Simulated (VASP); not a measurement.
# Mo (Pm-3m) in VASP: a series of runs

Runs on Mo. Level: LDA. Tasks: single point.

Program: VASP 6.6.1. These are calculated values, not measurements. Logs are shortened: lines on timing, memory, paths and dates and some standing lists are left out, and cuts for length are marked.

## (1) The cell of the first run

It takes space group Pm-3m (No. 221, cubic). The conventional cell has a = 2.558 Å, b = 2.558 Å, c = 2.558 Å, α = 90.00°, β = 90.00°, γ = 90.00°. Within 3.4 Å of Mo (site symmetry m-3m) lie 6 Mo at 2.56 Å.

## (2) Single point, LDA

INCAR

```
SYSTEM = Mo
  ALGO = Normal
  EDIFF = 1E-7
  ENCUT = 520
  GGA = CA
  ISIF = 2
  ISMEAR = -1
  LASPH = .TRUE.
  LCHARG = .FALSE.
  LREAL = .FALSE.
  LWAVE = .FALSE.
  NBANDS = 13
  NELM = 60
  PREC = Accurate
  SIGMA = 0.1
```

KPOINTS

```
k-points
0
G
  12 12 12
  0 0 0
```

POSCAR

```
Mo
1.0
    2.5578741124      0.0000000000      0.0000000000
    0.0000000000      2.5578741124      0.0000000000
    0.0000000000      0.0000000000      2.5578741124
Mo
1
Direct
    0.0000000000      0.0000000000      0.0000000000
```

Potentials or basis: VASP PAW LDA potentials, release 64 (Mo_sv).

Command:

```sh
> cat potpaw_LDA.64/Mo_sv/POTCAR > POTCAR
> mpirun -np 1 vasp_std > vasp.out
```

OUTCAR:

```text
SYSTEM = Mo
   EDIFF = 1E-7
   ENCUT = 520
   GGA = CA
   ISIF = 2
   ISMEAR = -1
   LASPH = .TRUE.
   LREAL = .FALSE.
   NELM = 60
   PREC = Accurate

 ion  position               nearest neighbor table
   1  0.000  0.000  0.000-

  LATTYP: Found a simple cubic cell.
 ALAT       =     2.5578741124

  Lattice vectors:

 A1 = (   2.5578741124,   0.0000000000,   0.0000000000)
 A2 = (   0.0000000000,   2.5578741124,   0.0000000000)
 A3 = (   0.0000000000,   0.0000000000,   2.5578741124)

Analysis of symmetry for initial positions (statically):
=====================================================================
 Subroutine PRICEL returns:
 Original cell was already a primitive cell.

 Routine SETGRP: Setting up the symmetry group for a
 simple cubic supercell.

 Subroutine GETGRP returns: Found 48 space group operations
 (whereof 48 operations were pure point group operations)
 out of a pool of 48 trial point group operations.

The static configuration has the point symmetry O_h .

Analysis of symmetry for dynamics (positions and initial velocities):
=====================================================================
 Subroutine PRICEL returns:
 Original cell was already a primitive cell.

 Routine SETGRP: Setting up the symmetry group for a
 simple cubic supercell.

 Subroutine GETGRP returns: Found 48 space group operations
 (whereof 48 operations were pure point group operations)
 out of a pool of 48 trial point group operations.

The dynamic configuration has the point symmetry O_h .

 Subroutine INISYM returns: Found 48 space group operations
 (whereof 48 operations are pure point group operations),
 and found     1 'primitive' translations

----------------------------------------------------------------------------------------

                                     Primitive cell

  volume of cell :      16.7355

  direct lattice vectors                    reciprocal lattice vectors
     2.557874112  0.000000000  0.000000000     0.390949654  0.000000000  0.000000000
     0.000000000  2.557874112  0.000000000     0.000000000  0.390949654  0.000000000
     0.000000000  0.000000000  2.557874112     0.000000000  0.000000000  0.390949654

  length of vectors
     2.557874112  2.557874112  2.557874112     0.390949654  0.390949654  0.390949654

  position of ions in fractional coordinates (direct lattice)
     0.000000000  0.000000000  0.000000000

[... 81 lines left out ...]
   ISIF   =      2    stress and relaxation
   ISYM   =      2    0-nonsym 1-usesym 2-fastsym
   POTIM  = 0.5000    time-step for ionic-motion
   TEBEG  =    0.0;   TEEND  =   0.0 temperature during run
   PSTRESS=    0.0 pullay stress
   NELECT =      14.0000    total number of electrons
   NUPDOWN=      -1.0000    fix difference up-down
   EMIN   =  10.00;   EMAX   =-10.00  energy-range for DOS
   EFERMI =   0.00;   METHOD = LEGACY
   ISMEAR =    -1;   SIGMA  =   0.10  broadening in eV -4-tet -1-fermi 0-gaus
   EFERMI_NEDOS =   21; number of points for ismear=-14 and -15
   IALGO  =     38    algorithm
   IMIX   =      4    mixing-type and parameters
     AMIX     =   0.40;   BMIX     =  1.00
     AMIX_MAG =   1.60;   BMIX_MAG =  1.00
  volume/ion in A,a.u.               =      16.74       112.94
  Fermi-wavevector in a.u.,A,eV,Ry     =   1.542547  2.914991 32.374390  2.379451
  Thomas-Fermi vector in A             =   2.648336
   LORBIT       =      0    0 simple, 1 ext, 2 COOP (PROOUT), +10 PAW based schemes
   GGA     = CA    functional components
   LHFCALC =     F    Hartree Fock is set to
   AEXX    =    0.0000 exact exchange contribution
   IVDW    =     0    specifies the selected vdW correction
   LEPSILON=     F    determine dielectric tensor
   LRPA    =     F    only Hartree local field effects (RPA)
 non-spin polarized calculation
  energy-cutoff  :      520.00
  volume of cell :       16.74
 maximum number of plane-waves:       468
 NGX is ok and might be reduce to    20
   NGX =  9   NGY =  9   NGZ =  9

 number of electron      13.9999996 magnetization

 Free energy of the ion-electron system (eV)
  ---------------------------------------------------
  ext. energy  EPLUGINS =         0.00000000
  ---------------------------------------------------
  free energy    TOTEN  =       -10.96901129 eV

  energy without entropy =      -10.93336894  energy(sigma->0) =      -10.95119011

 E-fermi :  11.2013     XC(G=0): -13.0790

 val. band max:       11.2009568786   @ k =   0.4167   0.3333   0.1667
 cond. band min:      11.2425821163   @ k =   0.4167   0.0000   0.0000
 fundamental gap:      0.0416252378
 Fermi energy:        11.2012859253

 k-point     1 :       0.0000    0.0000    0.0000
  band No.  band energies     occupation
      1     -49.5339      2.00000
      2     -22.8583      2.00000
      3     -22.8583      2.00000
      4     -22.8583      2.00000
      5       4.6318      2.00000
      6       6.8427      2.00000
      7       6.8427      2.00000
      8      15.3520      0.00000
      9      15.3520      0.00000
     10      15.3520      0.00000
     11      27.0986      0.00000
     12      27.0986      0.00000
     13      27.0986      0.00000
[... 354 lines left out ...]
  band No.  band energies     occupation
      1     -49.1345      2.00000
      2     -24.2870      2.00000
      3     -23.9567      2.00000
      4     -22.5928      2.00000
      5       6.5773      2.00000
      6       8.4982      2.00000
      7      12.5637      0.00000
      8      13.1969      0.00000
      9      13.2174      0.00000
     10      15.4065      0.00000
     11      20.6142      0.00000
     12      26.4502      0.00000
     13      28.4900      0.00000

 [... further k-points ...]

------------------------ aborting loop because EDIFF is reached ----------------------------------------

  FORCE on cell =-STRESS in cart. coord.  units (eV):
  Direction    XX          YY          ZZ          XY          YZ          ZX
  --------------------------------------------------------------------------------------
  -------------------------------------------------------------------------------------
  Total        0.0997863      0.0997863      0.0997863      0.0000000      0.0000000      0.0000000
  in kB        9.5530920      9.5530920      9.5530920      0.0000000      0.0000000      0.0000000
  external PRESSURE =       9.5530920 kB  Pullay stress =       0.0000000 kB

 VOLUME and BASIS-vectors are now :
 -----------------------------------------------------------------------------
  energy-cutoff  :      520.00
  volume of cell :       16.74
      direct lattice vectors                 reciprocal lattice vectors
     2.557874112  0.000000000  0.000000000     0.390949654  0.000000000  0.000000000
     0.000000000  2.557874112  0.000000000     0.000000000  0.390949654  0.000000000
     0.000000000  0.000000000  2.557874112     0.000000000  0.000000000  0.390949654

 POSITION                                       TOTAL-FORCE (eV/Angst)
 -----------------------------------------------------------------------------------
      0.00000      0.00000      0.00000         0.000000      0.000000      0.000000
 -----------------------------------------------------------------------------------
    total drift:                               -0.000000      0.000000      0.000000

  FREE ENERGIE OF THE ION-ELECTRON SYSTEM (eV)
  ---------------------------------------------------
  free  energy   TOTEN  =       -10.9690112870 eV

  energy  without entropy=      -10.9333689414  energy(sigma->0) =      -10.95119011
```

Wall time 10 s (1 thread of Intel Xeon Platinum 8259CL at 2.50GHz (Skylake/Cascade Lake), shared host); peak memory 0.13 GiB.

Results:

| Item | Value |
| --- | --- |
| Free energy | -10.9690 eV |
| Pressure | 1.0 GPa |
| Band gap on the k mesh | zero (band 7 reaches 12.67 eV, above the bottom of band 8 at 10.32 eV) |

## (3) Single point, LDA (volume scaled by 0.88)

INCAR

```
SYSTEM = Mo
  ALGO = Normal
  EDIFF = 1E-6
  ENCUT = 520
  GGA = CA
  ISIF = 2
  ISMEAR = -1
  LASPH = .True.
  LCHARG = .True.
  LELF = .True.
  LREAL = .False.
  LVHAR = .True.
  LWAVE = .False.
  NBANDS = 13
  NELM = 100
  PREC = Accurate
  SIGMA = 0.1
```

KPOINTS

```
k-points
0
Gamma
  14 14 14
  0 0 0
```

POSCAR

```
Mo
1.0
    2.4511697628      0.0000000000      0.0000000000
    0.0000000000      2.4511697628      0.0000000000
    0.0000000000      0.0000000000      2.4511697628
Mo
1
Direct
    0.0000000000      0.0000000000      0.0000000000
```

Potentials or basis: VASP PAW LDA potentials, release 64 (Mo_sv).

Command:

```sh
> cat potpaw_LDA.64/Mo_sv/POTCAR > POTCAR
> mpirun -np 1 vasp_std > vasp.out
```

Wall time 14 s (1 thread of Intel Xeon Platinum 8259CL at 2.50GHz (Skylake/Cascade Lake), shared host); peak memory 0.13 GiB.

It converged, with:

- Free energy: -10.7735 eV
- Pressure: 36.0 GPa
- Band gap on the k mesh: zero (band 7 reaches 15.11 eV, above the bottom of band 8 at 12.45 eV)

Levels at points of the mesh, in eV from the Fermi level:
```
           k point  band 4  band 5  band 6  band 7  band 8  band 9  band 10  band 11
(0.00, 0.00, 0.00)  -33.90   -7.02   -5.23   -5.23    4.84    4.84     4.84    16.97
(0.50, 0.00, 0.00)  -33.66   -4.10   -3.80    0.33    0.61    0.61     5.29    11.42
(0.50, 0.50, 0.00)  -33.44   -6.83   -2.60    1.49    1.49    6.87     6.87     7.79
(0.50, 0.50, 0.50)  -35.63   -4.88   -4.88   -4.88    7.30    8.10     8.10    15.46
```

## (4) Single point, LDA (volume scaled by 0.96)

INCAR

```
SYSTEM = Mo
PREC     = Accurate       ! precision mode
ENCUT    = 520            ! plane-wave cutoff, eV
EDIFF    = 1E-6           ! SCF threshold, eV
ISMEAR   = -1             ! smearing method
SIGMA    = 0.1            ! smearing width, eV
LREAL    = .FALSE.        ! projectors in reciprocal space
LASPH    = .TRUE.         ! aspherical terms in the spheres
NELM     = 60             ! most SCF steps
ALGO     = Normal         ! electronic algorithm
ISIF     = 2              ! what is computed and relaxed
LWAVE    = .FALSE.        ! write WAVECAR
LCHARG   = .TRUE.         ! write CHGCAR
GGA      = CA             ! functional
LELF     = .TRUE.         ! ELF
LVHAR    = .TRUE.       
NBANDS   = 13             ! bands
```

KPOINTS

```
Automatic mesh
0
G
  14 14 14
  0 0 0
```

POSCAR

```
Mo
1.0
    2.5233040082      0.0000000000      0.0000000000
    0.0000000000      2.5233040082      0.0000000000
    0.0000000000      0.0000000000      2.5233040082
Mo
1
Direct
    0.0000000000      0.0000000000      0.0000000000
```

Command:

```sh
> cat potpaw_LDA.64/Mo_sv/POTCAR > POTCAR
> mpirun -np 1 vasp_std > vasp.out
```

Wall time 20 s (1 thread of Intel Xeon Platinum 8259CL at 2.50GHz (Skylake/Cascade Lake), shared host); peak memory 0.13 GiB.

It converged, with:

- Free energy: -10.9561 eV
- Pressure: 9.4 GPa
- Band gap on the k mesh: zero (band 7 reaches 13.55 eV, above the bottom of band 8 at 11.03 eV)

Levels at points of the mesh, in eV from the Fermi level:
| k point | band 4 | band 5 | band 6 | band 7 | band 8 | band 9 | band 10 | band 11 |
| --- | --- | --- | --- | --- | --- | --- | --- | --- |
| (0.00, 0.00, 0.00) | -34.06 | -6.78 | -4.68 | -4.68 | 4.31 | 4.31 | 4.31 | 16.18 |
| (0.50, 0.00, 0.00) | -33.87 | -3.68 | -3.67 | 0.22 | 0.61 | 0.61 | 4.70 | 10.25 |
| (0.50, 0.50, 0.00) | -33.70 | -6.05 | -2.44 | 1.37 | 1.37 | 6.29 | 6.29 | 6.92 |
| (0.50, 0.50, 0.50) | -35.44 | -4.30 | -4.30 | -4.30 | 7.19 | 7.19 | 7.57 | 14.01 |

## (5) Overview

```tsv
cell	k mesh	gap on the mesh (eV)	pressure (GPa)
a = 2.558 Å, 1 atom	12 × 12 × 12	none	1.0
a = 2.451 Å, 1 atom	14 × 14 × 14	none	36.0
a = 2.523 Å, 1 atom	14 × 14 × 14	none	9.4
```

Alike in all rows: task single point; level LDA; potentials or basis VASP PAW LDA potentials, release 64 (Mo_sv); no spin polarisation; cutoff (eV) 520; smearing fermi-dirac 0.1 eV.

Absolute energies hang on the potentials; compare differences alone.
